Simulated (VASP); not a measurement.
Input of a VASP 6.6.1 run:

INCAR

```
SYSTEM = TaN
PREC = Accurate ; ENCUT = 520
EDIFF = 1E-6 ; ISMEAR = 0
SIGMA = 0.05 ; LREAL = .False.
LASPH = .True. ; NELM = 150
ALGO = Normal ; ISIF = 2
LWAVE = .False. ; LCHARG = .False.
ISPIN = 2 ; MAGMOM = 0.05 -0.05 -0.05 0 0 0
LORBIT = 11 ; LMAXMIX = 4
GGA = RP ; IVDW = 13
NBANDS = 37
```

KPOINTS

```
Automatic mesh
0
Gamma
  6 6 8
  0 0 0
```

POSCAR

```
TaN
1.0
    5.2293714911      0.0000000000      0.0000000000
   -2.6146857456      4.5287685571      0.0000000000
    0.0000000000      0.0000000000      2.9119670604
Ta N
3 3
Direct
    0.0000000000      0.0000000000      0.0000000000
    0.3333333333      0.6666666667      0.5000000000
    0.6666666667      0.3333333333      0.5000000000
    0.5000000000      0.0000000000      0.0000000000
    0.5000000000      0.5000000000      0.0000000000
    0.0000000000      0.5000000000      0.0000000000
```

Potentials or basis: VASP PAW PBE potentials, release 64 (Ta_pv, N).

The run is started by

```console
$ cat potpaw_PBE.64/Ta_pv/POTCAR potpaw_PBE.64/N/POTCAR > POTCAR
$ mpirun -np 1 vasp_std > vasp.out
```

(1) Estimate the band gap on the k mesh.

(2) What does it give for the dispersion energy per atom?

(3) Estimate the net moment.

(4) What does it give for the pressure?

## Answers

(1) zero (filled and empty bands overlap).

(2) -0.586 eV.

(3) 0.00 μB per cell.

(4) 0.8 GPa.

Caveat: the PAW data sets were made with another functional, which shifts forces and pressure a little; spin-orbit coupling is left out, which moves the levels of the heavy elements.
